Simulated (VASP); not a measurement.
# FeO (I4/mmm) in VASP: single point with r2SCAN

Aim: the single point of FeO with r2SCAN.

Everything below comes from runs of VASP 6.6.1. Logs are shortened: lines on timing, memory, paths and dates and some standing lists are left out, and cuts for length are marked.

## Step 1: The cell of the first run

Symmetry: I4/mmm, No. 139, tetragonal system. The conventional cell has a = 3.204 Å, b = 3.204 Å, c = 4.167 Å, α = 90.00°, β = 90.00°, γ = 90.00°. Within 2.8 Å of Fe (site symmetry 4/mmm) lie 6 O at 2.08 to 2.27 Å. Within 2.8 Å of O (site symmetry 4/mmm) lie 6 Fe at 2.08 to 2.27 Å.

## Step 2: Single point, r2SCAN, collinear spin, ferromagnetic start

The input, POSCAR:

```
FeO
1.0
    3.0779850000      0.0000000000      0.0000000000
    1.4101829025      2.7359414909      0.0000000000
   -1.1525641737     -0.7025913941      5.0800588348
Fe O
2 2
Direct
    0.5000000000      0.5000000000      0.5000000000
    0.0000000000      0.0000000000      0.0000000000
    0.7500000000      0.7500000000      0.2500000000
    0.2500000000      0.2500000000      0.7500000000
```

The input, INCAR.step1:

```
SYSTEM = FeO
PREC = Accurate ; ENCUT = 520
ISMEAR = -1 ; SIGMA = 0.05
LREAL = .False. ; LASPH = .True.
NELM = 150 ; ISPIN = 2
MAGMOM = 3.5 3.5 0 0 ; LMAXMIX = 4
NBANDS = 26 ; GGA = PE
ALGO = Normal ; EDIFF = 1E-4
LWAVE = .True. ; LCHARG = .False.
```

The input, INCAR.step2:

```
SYSTEM = FeO
PREC = Accurate ; ENCUT = 520
EDIFF = 1E-7 ; ISMEAR = -1
SIGMA = 0.05 ; LREAL = .False.
LASPH = .True. ; NELM = 150
ALGO = Normal ; ISIF = 2
LWAVE = .False. ; LCHARG = .False.
ISPIN = 2 ; MAGMOM = 3.5 3.5 0 0
LORBIT = 11 ; LMAXMIX = 4
METAGGA = R2SCAN ; LMIXTAU = .True.
NBANDS = 26 ; ISTART = 1
```

The input, KPOINTS:

```
Automatic mesh
0
Gamma
  8 8 5
  0 0 0
```

Potentials or basis: VASP PAW PBE potentials, release 64 (Fe, O).

On the command line:

```console
$ cat potpaw_PBE.64/Fe/POTCAR potpaw_PBE.64/O/POTCAR > POTCAR
$ cp INCAR.step1 INCAR
$ mpirun -np 1 vasp_std > vasp.out
$ cp INCAR.step2 INCAR
$ mpirun -np 1 vasp_std > vasp.out
```

OUTCAR:

```text
SYSTEM = FeO
   PREC = Accurate
   ENCUT = 520
   EDIFF = 1E-7
   ISMEAR = -1
   LREAL = .False.
   LASPH = .True.
   NELM = 150
   ISIF = 2
   ISPIN = 2
   LORBIT = 11
   METAGGA = R2SCAN
   ISTART = 1

 ion  position               nearest neighbor table
   1  0.500  0.500  0.500-   3 2.08   4 2.08   4 2.27   3 2.27   3 2.27   4 2.27   2 3.08   2 3.08
                             2 3.08   2 3.08
   2  0.000  0.000  0.000-   3 2.08   4 2.08   3 2.27   4 2.27   4 2.27   3 2.27   1 3.08   1 3.08
                             1 3.08   1 3.08
   3  0.750  0.750  0.250-   1 2.08   2 2.08   1 2.27   2 2.27   2 2.27   1 2.27
   4  0.250  0.250  0.750-   1 2.08   2 2.08   2 2.27   1 2.27   1 2.27   2 2.27

  LATTYP: Found a base centered monoclinic cell.
 ALAT       =     5.2563320826
 B/A-ratio  =     0.6095898260
 C/A-ratio  =     1.0000001745
 COS(beta)  =    -0.2568005470

  Lattice vectors:

 A1 = (   3.0779850000,   0.0000000000,   0.0000000000)
 A2 = (   1.4101829025,   2.7359414909,   0.0000000000)
 A3 = (  -1.1525641737,  -0.7025913941,   5.0800588348)

Analysis of symmetry for initial positions (statically):
=====================================================================
 Subroutine PRICEL returns following result:

  LATTYP: Found a body centered tetragonal cell.
 ALAT       =     3.2042067122
 C/A-ratio  =     1.3004105670
[... 12 lines left out ...]
 Subroutine GETGRP returns: Found  4 space group operations
 (whereof  4 operations were pure point group operations)
 out of a pool of  4 trial point group operations.

The static configuration has the point symmetry C_2h.

Analysis of symmetry for dynamics (positions and initial velocities):
=====================================================================
 Subroutine PRICEL returns following result:

  LATTYP: Found a body centered tetragonal cell.
 ALAT       =     3.2042067122
 C/A-ratio  =     1.3004105670
[... 12 lines left out ...]
 Subroutine GETGRP returns: Found  4 space group operations
 (whereof  4 operations were pure point group operations)
 out of a pool of  4 trial point group operations.

The dynamic configuration has the point symmetry C_2h.

Analysis of structural, dynamic, and magnetic symmetry:
=====================================================================
 Subroutine PRICEL returns following result:

  LATTYP: Found a body centered tetragonal cell.
 ALAT       =     3.2042067122
 C/A-ratio  =     1.3004105670
[... 12 lines left out ...]
 Subroutine GETGRP returns: Found  4 space group operations
 (whereof  4 operations were pure point group operations)
 out of a pool of  4 trial point group operations.

The overall configuration has the point symmetry C_2h.

 Subroutine INISYM returns: Found  4 space group operations
[... 121 lines left out ...]
   LORBIT       =     11    0 simple, 1 ext, 2 COOP (PROOUT), +10 PAW based schemes
   METAGGA = R2SCAN    functional components
   LHFCALC =     F    Hartree Fock is set to
   AEXX    =    0.0000 exact exchange contribution
   IVDW    =     0    specifies the selected vdW correction
   LEPSILON=     F    determine dielectric tensor
   LRPA    =     F    only Hartree local field effects (RPA)
 spin polarized calculation
  energy-cutoff  :      520.00
  volume of cell :       42.78
 maximum number of plane-waves:      1164
   NGX = 11   NGY = 11   NGZ = 19

 number of electron      27.9999994 magnetization       8.0061450

 Free energy of the ion-electron system (eV)
  ---------------------------------------------------
  ext. energy  EPLUGINS =         0.00000000
  ---------------------------------------------------
  free energy    TOTEN  =       -45.42679642 eV

  energy without entropy =      -45.39914195  energy(sigma->0) =      -45.41296919

 E-fermi :   5.7848     XC(G=0): -12.3654

 val. band max:        5.7782965191   @ k =  -0.2500   0.3750   0.4000
 cond. band min:       5.7849943751   @ k =  -0.1250  -0.1250   0.2000
 fundamental gap:      0.0066978560
 Fermi energy:         5.7847800651

 spin component 1

 k-point     1 :       0.0000    0.0000    0.0000
  band No.  band energies     occupation
      1     -15.9987      1.00000
      2     -15.0263      1.00000
      3      -3.1365      1.00000
      4      -1.5144      1.00000
      5      -1.2817      1.00000
      6       0.8457      1.00000
[... 685 lines left out ...]
     25      19.8490      0.00000
     26      20.1484      0.00000

 [... further k-points ...]

 spin component 2

 k-point     1 :       0.0000    0.0000    0.0000
  band No.  band energies     occupation
      1     -15.4577      1.00000
      2     -14.4302      1.00000
      3      -2.2986      1.00000
      4       0.3561      1.00000
      5       0.6318      1.00000
      6       1.9320      1.00000
[... 685 lines left out ...]
     25      21.1988      0.00000
     26      21.2794      0.00000

 [... further k-points ...]
[... 5 lines left out ...]
  --------------------------------------------------------------------------------------
  -------------------------------------------------------------------------------------
  Total       -3.5280863     -3.6971184     -3.6045927      0.1639724     -0.1337396     -0.2194648
  in kB     -132.1319156   -138.4624135   -134.9971913      6.1410018     -5.0087390     -8.2192725
  external PRESSURE =    -135.1971735 kB  Pullay stress =       0.0000000 kB

 VOLUME and BASIS-vectors are now :
 -----------------------------------------------------------------------------
  energy-cutoff  :      520.00
  volume of cell :       42.78
      direct lattice vectors                 reciprocal lattice vectors
     3.077985000  0.000000000  0.000000000     0.324887873 -0.167456550  0.050550712
     1.410182902  2.735941491  0.000000000     0.000000000  0.365504892  0.050550712
    -1.152564174 -0.702591394  5.080058835     0.000000000  0.000000000  0.196848114

 POSITION                                       TOTAL-FORCE (eV/Angst)
 -----------------------------------------------------------------------------------
      1.66780      1.01668      2.54003        -0.000000     -0.000000     -0.000000
      0.00000      0.00000      0.00000         0.000000      0.000000      0.000000
      3.07798      1.87631      1.27001         0.000000      0.000000      0.000000
      0.25762      0.15704      3.81004        -0.000000     -0.000000      0.000000
 -----------------------------------------------------------------------------------
    total drift:                                0.000000      0.000000     -0.000000

  FREE ENERGIE OF THE ION-ELECTRON SYSTEM (eV)
  ---------------------------------------------------
  free  energy   TOTEN  =       -45.4267964225 eV

  energy  without entropy=      -45.3991419519  energy(sigma->0) =      -45.41296919

 total charge

# of ion       s       p       d       tot
------------------------------------------
    1        0.269   0.327   6.036   6.632
    2        0.269   0.327   6.036   6.632
    3        1.557   3.451   0.000   5.009
    4        1.557   3.451   0.000   5.009
--------------------------------------------------
tot          3.652   7.558  12.072  23.282

 magnetization (x)

# of ion       s       p       d       tot
------------------------------------------
    1        0.032   0.016   3.631   3.680
    2        0.032   0.016   3.631   3.680
    3        0.028   0.243   0.000   0.271
    4        0.028   0.243   0.000   0.271
--------------------------------------------------
tot          0.121   0.518   7.262   7.901
```

OSZICAR.step1:

```text
N       E                     dE             d eps       ncg     rms          rms(c)
DAV:   1     0.233299386729E+03    0.23330E+03   -0.13047E+04 10008   0.127E+03
DAV:   2    -0.927549024455E+01   -0.24257E+03   -0.21742E+03  9930   0.301E+02
DAV:   3    -0.347567583800E+02   -0.25481E+02   -0.24078E+02 11302   0.111E+02
DAV:   4    -0.353605563245E+02   -0.60380E+00   -0.60102E+00 10790   0.182E+01
DAV:   5    -0.353691879518E+02   -0.86316E-02   -0.86293E-02 10662   0.211E+00    0.230E+01
DAV:   6    -0.315257102142E+02    0.38435E+01   -0.32558E+01 12598   0.800E+01    0.286E+01
DAV:   7    -0.297497598341E+02    0.17760E+01   -0.68538E+00 12522   0.513E+01    0.124E+01
DAV:   8    -0.297773580573E+02   -0.27598E-01   -0.82017E-01 11450   0.714E+00    0.752E+00
DAV:   9    -0.297604206174E+02    0.16937E-01   -0.16864E-01 14994   0.776E+00    0.236E+00
DAV:  10    -0.297398785491E+02    0.20542E-01   -0.10009E-01 12746   0.640E+00    0.432E-01
DAV:  11    -0.297409597133E+02   -0.10812E-02   -0.17843E-02 12766   0.117E+00    0.152E-01
DAV:  12    -0.297410264312E+02   -0.66718E-04   -0.49654E-04 10576   0.204E-01
   1 F= -.29741026E+02 E0= -.29727379E+02  d E =-.272951E-01  mag=     8.0079
```

Wall time 8.7 min (1 thread of Intel Xeon Platinum 8488C (Sapphire Rapids), shared host); peak memory 0.29 GiB.

What came out:

- Free energy: -45.4268 eV
- Pressure: -13.5 GPa
- Band gap on the k mesh: zero (filled and empty bands overlap)
- Net moment: 8.01 μB per cell
- Site moments: Fe +3.68; O +0.27 μB
- Valence electrons inside the program's atomic spheres: Fe 6.63; O 5.01

Stress tensor (GPa, compression positive):
```
-13.21   0.61  -0.82
  0.61 -13.85  -0.50
 -0.82  -0.50 -13.50
```

Caveat: the PAW data sets were made with another functional, which shifts forces and pressure a little; semilocal functionals often make such compounds metallic where correlation or magnetic order opens a gap, which also shifts bond lengths; only a ferromagnetic start was run, and an antiferromagnetic order may lie lower in energy.
